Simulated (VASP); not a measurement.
# H2Pt (CdI2 type) (P-3m1) in VASP: further runs, part 2 of 2

VASP 6.6.1. The steps go on from the part before.

### 3 Electric field gradients, PBE

Contents of INCAR:

```
  PREC = Accurate
  ENCUT = 520
  EDIFF = 1E-8
  ISMEAR = -1
  SIGMA = 0.05
  LREAL = False
  LASPH = True
  NELM = 100
  ALGO = Normal
  ISIF = 2
  LWAVE = False
  LCHARG = False
  GGA = PE
  LEFG = True
  NBANDS = 13
```

Contents of KPOINTS:

```
Automatic mesh
0
Gamma
  14 14 8
```

Contents of POSCAR:

```
H2Pt
1.0
    2.8874588711      0.0000000000      0.0000000000
   -1.4437294356      2.5006127347      0.0000000000
    0.0000000000      0.0000000000      4.6889179950
Pt H
1 2
Direct
    0.0000000000      0.0000000000      0.0000000000
    0.3333333333      0.6666666667      0.1788849901
    0.6666666667      0.3333333333      0.8211150099
```

Potentials or basis: VASP PAW PBE potentials, release 64 (Pt, H).

Launch:

```console
cat potpaw_PBE.64/Pt/POTCAR potpaw_PBE.64/H/POTCAR > POTCAR
mpirun -np 1 vasp_std > vasp.out
```

OUTCAR:

```text
PREC = Accurate
   ENCUT = 520
   EDIFF = 1E-8
   ISMEAR = -1
   LREAL = False
   LASPH = True
   NELM = 100
   ISIF = 2
   GGA = PE

 ion  position               nearest neighbor table
   1  0.000  0.000  0.000-   2 1.87   3 1.87   2 1.87   3 1.87   3 1.87   2 1.87
   2  0.333  0.667  0.179-   1 1.87   1 1.87   1 1.87
   3  0.667  0.333  0.821-   1 1.87   1 1.87   1 1.87

  LATTYP: Found a hexagonal cell.
 ALAT       =     2.8874588711
 C/A-ratio  =     1.6238908342

  Lattice vectors:

 A1 = (   2.8874588711,   0.0000000000,   0.0000000000)
[... 602 lines left out ...]

  energy  without entropy=      -12.5024756343  energy(sigma->0) =      -12.50536662

 Electric field gradients (V/A^2)
---------------------------------------------------------------------
 ion       V_xx      V_yy      V_zz      V_xy      V_xz      V_yz
---------------------------------------------------------------------
   1    -182.149  -182.149   364.297    -0.000    -0.000     0.000
   2       0.834     0.834    -1.668    -0.001     0.000    -0.000
   3       0.834     0.834    -1.668    -0.001     0.000    -0.000
---------------------------------------------------------------------

 Electric field gradients after diagonalization (V/A^2)
 (convention: |V_zz| > |V_xx| > |V_yy|)
----------------------------------------------------------------------
 ion       V_xx      V_yy      V_zz     asymmetry (V_yy - V_xx)/ V_zz
----------------------------------------------------------------------
   1    -182.149  -182.148   364.297       0.000
   2       0.835     0.833    -1.668       0.001
   3       0.835     0.833    -1.668       0.001
----------------------------------------------------------------------

           NMR quadrupolar parameters

 Cq : quadrupolar parameter    Cq=e*Q*V_zz/h
 eta: asymmetry parameters     (V_yy - V_xx)/ V_zz
 Q  : nuclear electric quadrupole moment in mb (millibarn)
----------------------------------------------------------------------
 ion       Cq(MHz)       eta       Q (mb)
----------------------------------------------------------------------
   1       0.881       0.000       1.000
   2      -0.004       0.001       1.000
   3      -0.004       0.001       1.000
----------------------------------------------------------------------
```

OSZICAR:

```text
N       E                     dE             d eps       ncg     rms          rms(c)
DAV:   1     0.445614488221E+02    0.44561E+02   -0.56008E+03  4472   0.798E+02
DAV:   2    -0.118671774787E+02   -0.56429E+02   -0.51818E+02  5268   0.168E+02
DAV:   3    -0.130444122214E+02   -0.11772E+01   -0.11722E+01  5393   0.241E+01
DAV:   4    -0.130529026314E+02   -0.84904E-02   -0.84897E-02  5023   0.218E+00
DAV:   5    -0.130530626016E+02   -0.15997E-03   -0.15997E-03  5388   0.315E-01    0.143E+01
DAV:   6    -0.125540807189E+02    0.49898E+00   -0.17173E+00  4668   0.911E+00    0.702E+00
DAV:   7    -0.125145488045E+02    0.39532E-01   -0.65840E-02  4598   0.173E+00    0.284E+00
DAV:   8    -0.125078955383E+02    0.66533E-02   -0.91705E-03  4873   0.587E-01    0.126E-01
DAV:   9    -0.125081341206E+02   -0.23858E-03   -0.38050E-04  4808   0.134E-01    0.609E-02
DAV:  10    -0.125082532476E+02   -0.11913E-03   -0.12252E-04  4918   0.692E-02    0.199E-02
DAV:  11    -0.125082565047E+02   -0.32571E-05   -0.43740E-06  5143   0.151E-02    0.997E-03
DAV:  12    -0.125082575259E+02   -0.10212E-05   -0.31549E-06  4768   0.114E-02    0.135E-03
DAV:  13    -0.125082576077E+02   -0.81821E-07   -0.53301E-08  5253   0.161E-03    0.450E-04
DAV:  14    -0.125082576096E+02   -0.18260E-08   -0.13292E-08  4845   0.839E-04
   1 F= -.12508258E+02 E0= -.12505367E+02  d E =-.578198E-02
```

Run time: 23 s. Hardware: 1 thread of Intel Xeon 6975P-C (Granite Rapids), shared host; peak memory 0.21 GiB.

What came out:

- Free energy: -12.5083 eV
- Pressure: -0.1 GPa
- Largest force: 0.008 eV/Å
- Band gap on the k mesh: zero (band 6 reaches 5.75 eV, above the bottom of band 7 at 2.05 eV)

Forces in eV/Å, atoms in the order of the input:
```
Pt   0.000  0.000  0.000
H    0.000  0.000  0.008
H    0.000  0.000 -0.008
```

Levels at points of the mesh, in eV from the Fermi level:
```
           k point  band 4  band 5  band 6  band 7  band 8  band 9
(0.00, 0.00, 0.00)   -3.97   -3.80   -1.73   -1.73    6.12    9.14
(0.50, 0.00, 0.00)   -2.41   -2.40   -0.80    2.57    5.56    7.73
(0.00, 0.00, 0.50)   -4.02   -3.30   -1.75   -1.75    5.65   12.07
(0.50, 0.00, 0.50)   -2.42   -2.10   -0.80    2.94    3.77    6.32
```

Electric field gradients, principal values (V/Å²):
```csv
atom,least,middle,greatest (by size)
1 Pt,-182.148,-182.149,364.297
2 H,0.833,0.835,-1.668
3 H,0.833,0.835,-1.668
```

Caveat: without QUAD_EFG the Cq values of the log hold for a quadrupole moment of 1 mb, not for the nuclei; spin-orbit coupling is left out, which moves the levels of the heavy elements.

### 4 Electric field gradients, PBE

Contents of INCAR:

```
PREC = Accurate ; ENCUT = 520
EDIFF = 1E-8 ; ISMEAR = -1
SIGMA = 0.05 ; LREAL = F
LASPH = T ; NELM = 100
ALGO = Normal ; ISIF = 2
LWAVE = F ; LCHARG = F
GGA = PE ; LEFG = T
NBANDS = 13
```

Contents of KPOINTS:

```
regular mesh
0
Gamma
  14 14 8
```

POSCAR is that of step 3.

Potentials or basis: VASP PAW PBE potentials, release 64 (Pt, H).

Launch:

```console
cat potpaw_PBE.64/Pt/POTCAR potpaw_PBE.64/H/POTCAR > POTCAR
mpirun -np 1 vasp_std > vasp.out
```

OUTCAR:

```text
PREC = Accurate
   ENCUT = 520
   EDIFF = 1E-8
   ISMEAR = -1
   LREAL = F
   LASPH = T
   NELM = 100
   ISIF = 2
   GGA = PE

 ion  position               nearest neighbor table
   1  0.000  0.000  0.000-   2 1.87   3 1.87   2 1.87   3 1.87   3 1.87   2 1.87
   2  0.333  0.667  0.179-   1 1.87   1 1.87   1 1.87
   3  0.667  0.333  0.821-   1 1.87   1 1.87   1 1.87

  LATTYP: Found a hexagonal cell.
 ALAT       =     2.8874588711
 C/A-ratio  =     1.6238908342

  Lattice vectors:

 A1 = (   2.8874588711,   0.0000000000,   0.0000000000)
 A2 = (  -1.4437294356,   2.5006127347,   0.0000000000)
 A3 = (   0.0000000000,   0.0000000000,   4.6889179950)

Analysis of symmetry for initial positions (statically):
=====================================================================
 Subroutine PRICEL returns:
 Original cell was already a primitive cell.

 Routine SETGRP: Setting up the symmetry group for a
 hexagonal supercell.

 Subroutine GETGRP returns: Found 12 space group operations
 (whereof 12 operations were pure point group operations)
 out of a pool of 24 trial point group operations.

The static configuration has the point symmetry D_3d.

Analysis of symmetry for dynamics (positions and initial velocities):
=====================================================================
 Subroutine PRICEL returns:
 Original cell was already a primitive cell.

 Routine SETGRP: Setting up the symmetry group for a
 hexagonal supercell.

 Subroutine GETGRP returns: Found 12 space group operations
 (whereof 12 operations were pure point group operations)
 out of a pool of 24 trial point group operations.

The dynamic configuration has the point symmetry D_3d.

 Subroutine INISYM returns: Found 12 space group operations
 (whereof 12 operations are pure point group operations),
 and found     1 'primitive' translations

----------------------------------------------------------------------------------------

                                     Primitive cell

  volume of cell :      33.8559

  direct lattice vectors                    reciprocal lattice vectors
     2.887458871  0.000000000  0.000000000     0.346325279  0.199950993  0.000000000
    -1.443729436  2.500612735  0.000000000     0.000000000  0.399901986  0.000000000
     0.000000000  0.000000000  4.688917995     0.000000000  0.000000000  0.213268818

  length of vectors
     2.887458871  2.887458871  4.688917995     0.399901986  0.399901986  0.213268818

  position of ions in fractional coordinates (direct lattice)
     0.000000000  0.000000000  0.000000000
     0.333333333  0.666666667  0.178884990
     0.666666667  0.333333333  0.821115010

  ion indices of the primitive-cell ions
   primitive index   ion index
                 1           1
                 2           2
                 3           3

----------------------------------------------------------------------------------------

 KPOINTS: regular mesh

Automatic generation of k-mesh.
 Grid dimensions read from file:
 generate k-points for:   14   14    8
[... 87 lines left out ...]
  Thomas-Fermi vector in A             =   2.295174
   LORBIT       =      0    0 simple, 1 ext, 2 COOP (PROOUT), +10 PAW based schemes
   GGA     = PE    functional components
   LHFCALC =     F    Hartree Fock is set to
   AEXX    =    0.0000 exact exchange contribution
   IVDW    =     0    specifies the selected vdW correction
   LEPSILON=     F    determine dielectric tensor
   LRPA    =     F    only Hartree local field effects (RPA)
 non-spin polarized calculation
  energy-cutoff  :      520.00
  volume of cell :       33.86
 maximum number of plane-waves:       941
 NGX is ok and might be reduce to    24
   NGX = 11   NGY = 11   NGZ = 17

 number of electron      12.0000000 magnetization

 Free energy of the ion-electron system (eV)
  ---------------------------------------------------
  ext. energy  EPLUGINS =         0.00000000
  ---------------------------------------------------
  free energy    TOTEN  =       -12.50825761 eV

  energy without entropy =      -12.50247563  energy(sigma->0) =      -12.50536662

 E-fermi :   3.7908     XC(G=0):  -9.4490

 val. band max:        3.7812653354   @ k =   0.2857   0.2143   0.5000
 cond. band min:       3.9742454975   @ k =   0.0000   0.2143   0.2500
 fundamental gap:      0.1929801621
 Fermi energy:         3.7908004057

 k-point     1 :       0.0000    0.0000    0.0000
  band No.  band energies     occupation
      1      -7.2768      2.00000
      2      -0.2351      2.00000
      3      -0.2351      2.00000
      4      -0.1786      2.00000
      5      -0.0047      2.00000
      6       2.0565      2.00000
      7       2.0565      2.00000
      8       9.9100      0.00000
      9      12.9293      0.00000
     10      16.7529      0.00000
     11      22.3545      0.00000
     12      22.3545      0.00000
     13      22.5988      0.00000
[... 354 lines left out ...]
  band No.  band energies     occupation
      1      -3.5965      2.00000
      2      -3.0578      2.00000
      3      -0.1827      2.00000
      4       0.3502      2.00000
      5       1.5492      2.00000
      6       5.4915      0.00000
      7       6.0594      0.00000
      8       7.0131      0.00000
      9      12.6425      0.00000
     10      14.0259      0.00000
     11      14.5124      0.00000
     12      14.6717      0.00000
     13      15.9588      0.00000

 [... further k-points ...]

------------------------ aborting loop because EDIFF is reached ----------------------------------------

  FORCE on cell =-STRESS in cart. coord.  units (eV):
  Direction    XX          YY          ZZ          XY          YZ          ZX
  --------------------------------------------------------------------------------------
  -------------------------------------------------------------------------------------
  Total       -0.0293374     -0.0293374     -0.0104486      0.0000000     -0.0000000     -0.0000000
  in kB       -1.3883454     -1.3883454     -0.4944626      0.0000000     -0.0000000     -0.0000000
  external PRESSURE =      -1.0903844 kB  Pullay stress =       0.0000000 kB

 VOLUME and BASIS-vectors are now :
 -----------------------------------------------------------------------------
  energy-cutoff  :      520.00
  volume of cell :       33.86
      direct lattice vectors                 reciprocal lattice vectors
     2.887458871  0.000000000  0.000000000     0.346325279  0.199950993  0.000000000
    -1.443729436  2.500612735  0.000000000     0.000000000  0.399901986  0.000000000
     0.000000000  0.000000000  4.688917995     0.000000000  0.000000000  0.213268818

 POSITION                                       TOTAL-FORCE (eV/Angst)
 -----------------------------------------------------------------------------------
      0.00000      0.00000      0.00000        -0.000000      0.000000      0.000000
     -0.00000      1.66708      0.83878         0.000000     -0.000000      0.008345
      1.44373      0.83354      3.85014        -0.000000      0.000000     -0.008345
 -----------------------------------------------------------------------------------
    total drift:                               -0.000000      0.000000      0.000000

  FREE ENERGIE OF THE ION-ELECTRON SYSTEM (eV)
  ---------------------------------------------------
  free  energy   TOTEN  =       -12.5082576096 eV

  energy  without entropy=      -12.5024756343  energy(sigma->0) =      -12.50536662

 Electric field gradients (V/A^2)
---------------------------------------------------------------------
 ion       V_xx      V_yy      V_zz      V_xy      V_xz      V_yz
---------------------------------------------------------------------
   1    -182.149  -182.149   364.297    -0.000    -0.000     0.000
   2       0.834     0.834    -1.668    -0.001     0.000    -0.000
   3       0.834     0.834    -1.668    -0.001     0.000    -0.000
---------------------------------------------------------------------

 Electric field gradients after diagonalization (V/A^2)
 (convention: |V_zz| > |V_xx| > |V_yy|)
----------------------------------------------------------------------
 ion       V_xx      V_yy      V_zz     asymmetry (V_yy - V_xx)/ V_zz
----------------------------------------------------------------------
   1    -182.149  -182.148   364.297       0.000
   2       0.835     0.833    -1.668       0.001
   3       0.835     0.833    -1.668       0.001
----------------------------------------------------------------------

           NMR quadrupolar parameters

 Cq : quadrupolar parameter    Cq=e*Q*V_zz/h
 eta: asymmetry parameters     (V_yy - V_xx)/ V_zz
 Q  : nuclear electric quadrupole moment in mb (millibarn)
----------------------------------------------------------------------
 ion       Cq(MHz)       eta       Q (mb)
----------------------------------------------------------------------
   1       0.881       0.000       1.000
   2      -0.004       0.001       1.000
   3      -0.004       0.001       1.000
----------------------------------------------------------------------
```

stdout:

```text
POSCAR found type information on POSCAR PtH
 POSCAR found :  2 types and       3 ions
 scaLAPACK will be used
 LDA part: xc-table for (Slater+PW92), standard interpolation
 POSCAR, INCAR and KPOINTS ok, starting setup
 FFT: planning ... GRIDC
 FFT: planning ... GRID_SOFT
 FFT: planning ... GRID
 WAVECAR not read
 entering main loop
ion   1

ion   2

ion   3
```

It took 23 s on 1 thread of Intel Xeon 6975P-C (Granite Rapids), shared host; peak memory 0.21 GiB.

Results:

- Free energy: -12.5083 eV
- Pressure: -0.1 GPa
- Largest force: 0.008 eV/Å
- Band gap on the k mesh: zero (band 6 reaches 5.75 eV, above the bottom of band 7 at 2.05 eV)

Forces in eV/Å, atoms in the order of the input:
```
Pt   0.000  0.000  0.000
H    0.000  0.000  0.008
H    0.000  0.000 -0.008
```

Stress tensor (GPa, compression positive):
```
-0.14  0.00  0.00
 0.00 -0.14  0.00
 0.00  0.00 -0.05
```

Electric field gradients, principal values (V/Å²):
| atom | least | middle | greatest (by size) |
| --- | --- | --- | --- |
| 1 Pt | -182.148 | -182.149 | 364.297 |
| 2 H | 0.833 | 0.835 | -1.668 |
| 3 H | 0.833 | 0.835 | -1.668 |

Caveat: without QUAD_EFG the Cq values of the log hold for a quadrupole moment of 1 mb, not for the nuclei; spin-orbit coupling is left out, which moves the levels of the heavy elements.
